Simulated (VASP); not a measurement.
# TiAl: single point with PBEsol

TiAl:

```xyz
2
Lattice="2.8243 0.0000 0.0000 -1.4121 2.4459 0.0000 0.0000 0.0000 4.6781" Properties=species:S:1:pos:R:3 pbc="T T T"
Ti    0.0000    0.0000    0.0000
Al    0.0000    1.6306    2.3390
```

This cell differs from its parent crystal: strain -0.015 along x and y, +0.000 along z.

| Item | Value |
| --- | --- |
| Program | VASP 6.6.1 |
| Task | single point |
| Functional | PBEsol |
| Potentials or basis | VASP PAW PBE potentials, release 64 (Ti_sv, Al) |
| Cutoff | 520 eV |
| k mesh | 18 × 18 × 10 |
| Occupations | gaussian, width 0.15 eV |
| Spin | no spin polarisation |

```json
{
  "Pressure": "0.3 GPa"
}
```

Stress tensor (GPa, compression positive):
```
 1.32  0.00  0.00
 0.00  1.32  0.00
 0.00  0.00 -1.86
```

Levels at points of the mesh, in eV from the Fermi level:
```tsv
k point	band 5	band 6	band 7	band 8	band 9	band 10
(0.00, 0.00, 0.00)	-9.11	-2.41	-1.97	1.32	1.32	2.90
(0.50, 0.00, 0.00)	-3.76	-2.79	-1.62	-1.07	2.20	4.14
(0.00, 0.00, 0.50)	-8.22	-5.38	-0.55	1.33	1.33	2.83
(0.50, 0.00, 0.50)	-3.71	-2.45	-1.90	0.61	0.94	2.01
```

Wall time 34 s on 1 thread of Intel(R) Xeon(R) 6975P-C (Granite Rapids) (shared host), peak memory 0.23 GiB.

Caveat: the cell differs from its parent crystal (strain -0.015 along x and y, +0.000 along z); the PAW data sets were made with another functional, which shifts forces and pressure a little.
